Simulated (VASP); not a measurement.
# AlGa5As6 (P-4m2) in VASP: single point with PBE

Aim: the single point of AlGa5As6 with PBE.

All numbers are computed with VASP 6.6.1; they aren't measurements. Logs are shortened: lines on timing, memory, paths and dates and some standing lists are left out, and cuts for length are marked.

## (1) The cell of the first run

Symmetry: P-4m2, No. 115, tetragonal system. Conventional cell: a = 4.061 Å, b = 4.061 Å, c = 17.219 Å, α = 90.00°, β = 90.00°, γ = 90.00°. Al (site symmetry -4m2) has 4 As at 2.48 Å within 3.3 Å. Within 3.3 Å of Ga (site symmetry 2mm) lie 4 As at 2.49 Å. Ga (site symmetry -4m2) has 4 As at 2.49 Å within 3.3 Å. Within 3.3 Å of Ga (site symmetry 2mm) lie 4 As at 2.49 Å. As (site symmetry 2mm) has 4 Ga at 2.49 Å within 3.3 Å. As (site symmetry 2mm) has 4 Ga at 2.49 Å within 3.3 Å. Within 3.3 Å of As (site symmetry 2mm) lie 2 Al at 2.48 Å and 2 Ga at 2.49 Å.

## (2) Single point, PBE

INCAR

```
SYSTEM = AlGa5As6
PREC = Accurate
ENCUT = 520
EDIFF = 1E-6
ISMEAR = 0
SIGMA = 0.02
LREAL = .False.
LASPH = .True.
NELM = 100
ALGO = Normal
ISIF = 2
LWAVE = .False.
LCHARG = .False.
GGA = PE
NBANDS = 61
```

KPOINTS

```
regular mesh
0
Gamma
  10 10 2
  0 0 0
```

POSCAR

```
AlGa5As6
1.0
    4.0614933000      0.0000000000      0.0000000000
    0.0000000000      4.0614933000      0.0000000000
    0.0000000000      0.0000000000     17.2192632000
Al Ga As
1 5 6
Direct
    0.0000000000      0.0000000000      0.5000000000
    0.0000000000      0.0000000000      0.8331720000
    0.5000000000      0.5000000000      0.0000000000
    0.0000000000      0.0000000000      0.1668280000
    0.5000000000      0.5000000000      0.3335930000
    0.5000000000      0.5000000000      0.6664070000
    0.5000000000      0.0000000000      0.9165850000
    0.0000000000      0.5000000000      0.0834150000
    0.5000000000      0.0000000000      0.2501970000
    0.0000000000      0.5000000000      0.4173250000
    0.5000000000      0.0000000000      0.5826750000
    0.0000000000      0.5000000000      0.7498030000
```

Potentials or basis: VASP PAW PBE potentials, release 64 (Al, Ga_d, As).

On the command line:

```sh
cat potpaw_PBE.64/Al/POTCAR potpaw_PBE.64/Ga_d/POTCAR potpaw_PBE.64/As/POTCAR > POTCAR
mpirun -np 1 vasp_std > vasp.out
```

OUTCAR:

```text
SYSTEM = AlGa5As6
   PREC = Accurate
   ENCUT = 520
   EDIFF = 1E-6
   ISMEAR = 0
   LREAL = .False.
   LASPH = .True.
   NELM = 100
   ISIF = 2
   GGA = PE

 ion  position               nearest neighbor table
   1  0.000  0.000  0.500-  10 2.48  11 2.48  10 2.48  11 2.48
   2  0.000  0.000  0.833-  12 2.49  12 2.49   7 2.49   7 2.49
   3  0.500  0.500  0.000-   7 2.49   8 2.49   7 2.49   8 2.49
   4  0.000  0.000  0.167-   9 2.49   9 2.49   8 2.49   8 2.49
   5  0.500  0.500  0.334-   9 2.49   9 2.49  10 2.49  10 2.49
   6  0.500  0.500  0.666-  12 2.49  12 2.49  11 2.49  11 2.49
   7  0.500  0.000  0.917-   2 2.49   2 2.49   3 2.49   3 2.49
   8  0.000  0.500  0.083-   4 2.49   4 2.49   3 2.49   3 2.49
   9  0.500  0.000  0.250-   4 2.49   4 2.49   5 2.49   5 2.49
  10  0.000  0.500  0.417-   1 2.48   1 2.48   5 2.49   5 2.49
  11  0.500  0.000  0.583-   1 2.48   1 2.48   6 2.49   6 2.49
  12  0.000  0.500  0.750-   2 2.49   2 2.49   6 2.49   6 2.49

  LATTYP: Found a simple tetragonal cell.
 ALAT       =     4.0614933000
 C/A-ratio  =     4.2396384601

  Lattice vectors:

 A1 = (   4.0614933000,   0.0000000000,   0.0000000000)
 A2 = (   0.0000000000,   4.0614933000,   0.0000000000)
 A3 = (   0.0000000000,   0.0000000000,  17.2192632000)

Analysis of symmetry for initial positions (statically):
=====================================================================
 Subroutine PRICEL returns:
 Original cell was already a primitive cell.

 Routine SETGRP: Setting up the symmetry group for a
 simple tetragonal supercell.

 Subroutine GETGRP returns: Found  8 space group operations
 (whereof  8 operations were pure point group operations)
 out of a pool of 16 trial point group operations.

The static configuration has the point symmetry D_2d.

Analysis of symmetry for dynamics (positions and initial velocities):
=====================================================================
 Subroutine PRICEL returns:
 Original cell was already a primitive cell.

 Routine SETGRP: Setting up the symmetry group for a
 simple tetragonal supercell.

 Subroutine GETGRP returns: Found  8 space group operations
 (whereof  8 operations were pure point group operations)
 out of a pool of 16 trial point group operations.

The dynamic configuration has the point symmetry D_2d.

 Subroutine INISYM returns: Found  8 space group operations
 (whereof  8 operations are pure point group operations),
 and found     1 'primitive' translations

----------------------------------------------------------------------------------------

                                     Primitive cell

  volume of cell :     284.0443

  direct lattice vectors                    reciprocal lattice vectors
     4.061493300  0.000000000  0.000000000     0.246214859  0.000000000  0.000000000
     0.000000000  4.061493300  0.000000000     0.000000000  0.246214859  0.000000000
     0.000000000  0.000000000 17.219263200     0.000000000  0.000000000  0.058074494

  length of vectors
     4.061493300  4.061493300 17.219263200     0.246214859  0.246214859  0.058074494

  position of ions in fractional coordinates (direct lattice)
     0.000000000  0.000000000  0.500000000
     0.000000000  0.000000000  0.833172000
     0.500000000  0.500000000  0.000000000
     0.000000000  0.000000000  0.166828000
     0.500000000  0.500000000  0.333593000
     0.500000000  0.500000000  0.666407000
     0.500000000  0.000000000  0.916585000
     0.000000000  0.500000000  0.083415000
     0.500000000  0.000000000  0.250197000
     0.000000000  0.500000000  0.417325000
     0.500000000  0.000000000  0.582675000
     0.000000000  0.500000000  0.749803000

  ion indices of the primitive-cell ions
   primitive index   ion index
                 1           1
                 2           2
                 3           3
                 4           4
                 5           5
                 6           6
                 7           7
                 8           8
                 9           9
                10          10
                11          11
                12          12

----------------------------------------------------------------------------------------

 KPOINTS: regular mesh

Automatic generation of k-mesh.
 Grid dimensions read from file:
 generate k-points for:   10   10    2

 Generating k-lattice:

  Cartesian coordinates                     Fractional coordinates (reciprocal lattice)
     0.024621486  0.000000000  0.000000000     0.100000000  0.000000000  0.000000000
     0.000000000  0.024621486  0.000000000     0.000000000  0.100000000  0.000000000
     0.000000000  0.000000000  0.029037247     0.000000000  0.000000000  0.500000000

  Length of vectors
     0.024621486  0.024621486  0.029037247

  Shift w.r.t. Gamma in fractional coordinates (k-lattice)
     0.000000000  0.000000000  0.000000000

 Subroutine IBZKPT returns following result:
 ===========================================

 Found     42 irreducible k-points:

 Following reciprocal coordinates:
            Coordinates               Weight
  0.000000  0.000000  0.000000      1.000000
  0.100000  0.000000  0.000000      4.000000
  0.200000  0.000000  0.000000      4.000000
  0.300000  0.000000  0.000000      4.000000
  0.400000  0.000000  0.000000      4.000000
  0.500000  0.000000  0.000000      2.000000
[... 16 lines left out ...]
  0.100000  0.000000  0.500000      4.000000
  0.200000  0.000000  0.500000      4.000000
 [... further k-points ...]
   k-points           NKPTS =     42   k-points in BZ     NKDIM =     42   number of bands    NBANDS=     61
   number of dos      NEDOS =    301   number of ions     NIONS =     12
   total plane-waves  NPLWV = 115200
   dimension x,y,z NGX =    30 NGY =   30 NGZ =  128
   dimension x,y,z NGXF=    60 NGYF=   60 NGZF=  256
   ions per type =               1   5   6
   NGX,Y,Z   is equivalent  to a cutoff of  12.28, 12.28, 12.36 a.u.
   NGXF,Y,Z  is equivalent  to a cutoff of  24.56, 24.56, 24.72 a.u.
 SYSTEM =  AlGa5As6
   PREC   = accura    normal or accurate (medium, high low for compatibility)
   ISTART =      0    job   : 0-new  1-cont  2-samecut
   ICHARG =      2    charge: 1-file 2-atom 10-const
   ISPIN  =      1    spin polarized calculation?
   LNONCOLLINEAR =      F non collinear calculations
   LSORBIT =      F    spin-orbit coupling
   LASPH  =      T    aspherical Exc in radial PAW
   ENCUT  =  520.0 eV  38.22 Ry    6.18 a.u.   7.55  7.55 32.02*2*pi/ulx,y,z
   NELM   =    100;   NELMIN=  2; NELMDL= -5     # of ELM steps
   EDIFF  = 0.1E-05   stopping-criterion for ELM
   LREAL  =      F    real-space projection
   EDIFFG = 0.1E-04   stopping-criterion for IOM
   NSW    =      0    number of steps for IOM
   IBRION =     -1    ionic relax: 0-MD 1-quasi-New 2-CG
   NFREE  =      0    steps in history (QN), initial steepest desc. (CG)
   ISIF   =      2    stress and relaxation
   ISYM   =      2    0-nonsym 1-usesym 2-fastsym
   POTIM  = 0.5000    time-step for ionic-motion
   TEBEG  =    0.0;   TEEND  =   0.0 temperature during run
   PSTRESS=    0.0 pullay stress
   NELECT =      98.0000    total number of electrons
   NUPDOWN=      -1.0000    fix difference up-down
   EMIN   =  10.00;   EMAX   =-10.00  energy-range for DOS
   EFERMI =   0.00;   METHOD = LEGACY
   ISMEAR =     0;   SIGMA  =   0.02  broadening in eV -4-tet -1-fermi 0-gaus
   EFERMI_NEDOS =   21; number of points for ismear=-14 and -15
   IALGO  =     38    algorithm
   IMIX   =      4    mixing-type and parameters
     AMIX     =   0.40;   BMIX     =  1.00
     AMIX_MAG =   1.60;   BMIX_MAG =  1.00
  volume/ion in A,a.u.               =      23.67       159.74
  Fermi-wavevector in a.u.,A,eV,Ry     =   1.148210  2.169803 17.937748  1.318387
  Thomas-Fermi vector in A             =   2.284887
   LORBIT       =      0    0 simple, 1 ext, 2 COOP (PROOUT), +10 PAW based schemes
   GGA     = PE    functional components
   LHFCALC =     F    Hartree Fock is set to
   AEXX    =    0.0000 exact exchange contribution
   IVDW    =     0    specifies the selected vdW correction
   LEPSILON=     F    determine dielectric tensor
   LRPA    =     F    only Hartree local field effects (RPA)
 non-spin polarized calculation
 Gauss-broadening in eV      SIGMA  =   0.02
  energy-cutoff  :      520.00
  volume of cell :      284.04
 maximum number of plane-waves:      7690
   NGX = 15   NGY = 15   NGZ = 65

 number of electron      98.0000082 magnetization

 Free energy of the ion-electron system (eV)
  ---------------------------------------------------
  ext. energy  EPLUGINS =         0.00000000
  ---------------------------------------------------
  free energy    TOTEN  =       -50.75369257 eV

  energy without entropy =      -50.75369257  energy(sigma->0) =      -50.75369257

 E-fermi :   3.6084     XC(G=0):  -9.2958

 val. band max:        3.5104077528   @ k =   0.0000   0.0000   0.0000
 cond. band min:       3.9143475516   @ k =   0.0000   0.0000   0.0000
 fundamental gap:      0.4039397989
 Fermi energy:         3.6084002462

 k-point     1 :       0.0000    0.0000    0.0000
  band No.  band energies     occupation
      1     -11.2426      2.00000
      2     -11.2333      2.00000
      3     -11.2112      2.00000
      4     -11.1852      2.00000
      5     -11.1607      2.00000
      6     -11.1541      2.00000
[... 53 lines left out ...]
     60       6.5915      0.00000
     61       7.3042      0.00000

 k-point     2 :       0.1000    0.0000    0.0000
  band No.  band energies     occupation
      1     -11.2409      2.00000
      2     -11.2320      2.00000
      3     -11.2106      2.00000
      4     -11.1854      2.00000
      5     -11.1630      2.00000
      6     -11.1582      2.00000
[... 53 lines left out ...]
     60       6.8682      0.00000
     61       7.3104      0.00000

 k-point     3 :       0.2000    0.0000    0.0000
  band No.  band energies     occupation
      1     -11.2365      2.00000
      2     -11.2291      2.00000
      3     -11.2102      2.00000
      4     -11.1883      2.00000
      5     -11.1720      2.00000
      6     -11.1671      2.00000
[... 1333 lines left out ...]
     60       7.3208      0.00000
     61       7.3537      0.00000

 k-point    24 :       0.2000    0.0000    0.5000
  band No.  band energies     occupation
      1     -11.2368      2.00000
      2     -11.2284      2.00000
      3     -11.2111      2.00000
      4     -11.1875      2.00000
      5     -11.1724      2.00000
      6     -11.1671      2.00000
[... 53 lines left out ...]
     60       7.8042      0.00000
     61       7.8765      0.00000

 [... further k-points ...]

------------------------ aborting loop because EDIFF is reached ----------------------------------------

  FORCE on cell =-STRESS in cart. coord.  units (eV):
  Direction    XX          YY          ZZ          XY          YZ          ZX
  --------------------------------------------------------------------------------------
  -------------------------------------------------------------------------------------
  Total        0.2984085      0.2984085      0.3074573      0.0000000      0.0000000      0.0000000
  in kB        1.6832001      1.6832001      1.7342408      0.0000000      0.0000000      0.0000000
  external PRESSURE =       1.7002136 kB  Pullay stress =       0.0000000 kB

 VOLUME and BASIS-vectors are now :
 -----------------------------------------------------------------------------
  energy-cutoff  :      520.00
  volume of cell :      284.04
      direct lattice vectors                 reciprocal lattice vectors
     4.061493300  0.000000000  0.000000000     0.246214859  0.000000000  0.000000000
     0.000000000  4.061493300  0.000000000     0.000000000  0.246214859  0.000000000
     0.000000000  0.000000000 17.219263200     0.000000000  0.000000000  0.058074494

 POSITION                                       TOTAL-FORCE (eV/Angst)
 -----------------------------------------------------------------------------------
      0.00000      0.00000      8.60963         0.000000     -0.000000      0.000000
      0.00000      0.00000     14.34661         0.000000     -0.000000     -0.000521
      2.03075      2.03075      0.00000         0.000000      0.000000      0.000000
      0.00000      0.00000      2.87266        -0.000000      0.000000      0.000521
      2.03075      2.03075      5.74423         0.000000     -0.000000     -0.000500
      2.03075      2.03075     11.47504         0.000000      0.000000      0.000500
      2.03075      0.00000     15.78292        -0.000000     -0.000000      0.000087
      0.00000      2.03075      1.43634         0.000000     -0.000000     -0.000087
      2.03075      0.00000      4.30821        -0.000000     -0.000000     -0.000001
      0.00000      2.03075      7.18603         0.000000     -0.000000      0.002740
      2.03075      0.00000     10.03323         0.000000     -0.000000     -0.002740
      0.00000      2.03075     12.91106         0.000000     -0.000000      0.000001
 -----------------------------------------------------------------------------------
    total drift:                                0.000000      0.000000      0.000000

  FREE ENERGIE OF THE ION-ELECTRON SYSTEM (eV)
  ---------------------------------------------------
  free  energy   TOTEN  =       -50.7536925723 eV

  energy  without entropy=      -50.7536925723  energy(sigma->0) =      -50.75369257
```

It took 14 min on 1 thread of Oxide Virtual Turin-like, shared host; peak memory 0.66 GiB.

What came out:

```
Free energy            : -50.7537 eV
Pressure               : 0.2 GPa
Band gap on the k mesh : 0.40 eV
```

Forces in eV/Å, atoms in the order of the input:
```
Al   0.000  0.000  0.000
Ga   0.000  0.000 -0.001
Ga   0.000  0.000  0.000
Ga   0.000  0.000  0.001
Ga   0.000  0.000 -0.001
Ga   0.000  0.000  0.001
As   0.000  0.000  0.000
As   0.000  0.000  0.000
As   0.000  0.000  0.000
As   0.000  0.000  0.003
As   0.000  0.000 -0.003
As   0.000  0.000  0.000
```

A k mesh can miss the band edges.
